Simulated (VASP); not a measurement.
Input of a VASP 6.6.1 run:

Contents of INCAR:

```
ALGO     = Normal         # electronic algorithm
EDIFF    = 1E-6           # SCF threshold, eV
ENCUT    = 520            # plane-wave cutoff, eV
GGA      = PS             # functional
ISIF     = 2              # what is computed and relaxed
ISMEAR   = 0              # smearing method
LASPH    = True           # aspherical terms in the spheres
LCHARG   = False          # write CHGCAR
LREAL    = False          # projectors in reciprocal space
LWAVE    = False          # write WAVECAR
NBANDS   = 18             # bands
NELM     = 100            # most SCF steps
PREC     = Accurate       # precision mode
SIGMA    = 0.15           # smearing width, eV
```

File KPOINTS:

```
k-points
0
Gamma
  12 12 12
```

Contents of POSCAR:

```
BiTe
1.0
    2.6097828348      1.5067588222      2.8587555455
   -2.6097828348      1.5067588222      2.8587555455
    0.0000000000     -3.0135176444      2.8587555455
Bi Te
1 1
Direct
    0.5000000000      0.5000000000      0.5000000000
    0.0000000000      0.0000000000      0.0000000000
```

Potentials or basis: VASP PAW PBE potentials, release 64 (Bi_d, Te).

Command:

```bash
$ cat potpaw_PBE.64/Bi_d/POTCAR potpaw_PBE.64/Te/POTCAR > POTCAR
$ mpirun -np 1 vasp_std > vasp.out
```

(1) Estimate the band gap on the k mesh.

(2) What does it give for the pressure?

## Answers

(1) zero (an odd number of electrons rules out a gap without spin polarisation).

(2) -5.0 GPa.

Caveat: the stress differs along the axes, from -7 to -1 GPa; the PAW data sets were made with another functional, which shifts forces and pressure a little; spin-orbit coupling is left out, which moves the levels of the heavy elements.
